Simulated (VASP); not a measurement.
Input of a VASP 6.6.1 run:

Contents of POSCAR:

```
H4NF
1.0
    4.3385398095     -0.0000000029      0.0000000000
   -2.1692699023      3.7572856918      0.0000000000
    0.0000000000      0.0000000000      7.0183671800
H N F
8 2 2
Direct
    0.3333333333      0.6666666667      0.2264341103
    0.6666666667      0.3333333333      0.7264341103
    0.4637972893      0.5362027107      0.4235313987
    0.9275945786      0.4637972893      0.9235313987
    0.4637972893      0.9275945786      0.4235313987
    0.5362027107      0.4637972893      0.9235313987
    0.0724054214      0.5362027107      0.4235313987
    0.5362027107      0.0724054214      0.9235313987
    0.3333333333      0.6666666667      0.3744934609
    0.6666666667      0.3333333333      0.8744934609
    0.3333333333      0.6666666667     -0.0030217474
    0.6666666667      0.3333333333      0.4969782526
```

File INCAR.step1:

```
ALGO = Normal ; EDIFF = 1E-4
ENCUT = 520 ; GGA = PE
ISMEAR = -1 ; LASPH = True
LCHARG = False ; LREAL = False
LWAVE = True ; NBANDS = 28
NELM = 80 ; PREC = Accurate
SIGMA = 0.02
```

Contents of INCAR.step2:

```
ALGO = Normal ; EDIFF = 1E-7
ENCUT = 520 ; ISIF = 2
ISMEAR = -1 ; ISTART = 1
LASPH = True ; LCHARG = False
LMIXTAU = True ; LREAL = False
LWAVE = False ; METAGGA = R2SCAN
NBANDS = 28 ; NELM = 80
PREC = Accurate ; SIGMA = 0.02
```

File KPOINTS:

```
k-points
0
Gamma
  6 6 4
```

Potentials or basis: VASP PAW PBE potentials, release 64 (H, N, F).

Launch:

```sh
$ cat potpaw_PBE.64/H/POTCAR potpaw_PBE.64/N/POTCAR potpaw_PBE.64/F/POTCAR > POTCAR
$ cp INCAR.step1 INCAR
$ mpirun -np 1 vasp_std > vasp.out
$ cp INCAR.step2 INCAR
$ mpirun -np 1 vasp_std > vasp.out
```

(1) What does it give for the band gap on the k mesh?

(2) Predict the pressure.

(3) Predict the largest force.

Answers

(1) 6.73 eV, indirect (least direct gap 7.04 eV).

(2) 2.0 GPa.

(3) 0.047 eV/Å.

Caveat: the PAW data sets were made with another functional, which shifts forces and pressure a little.
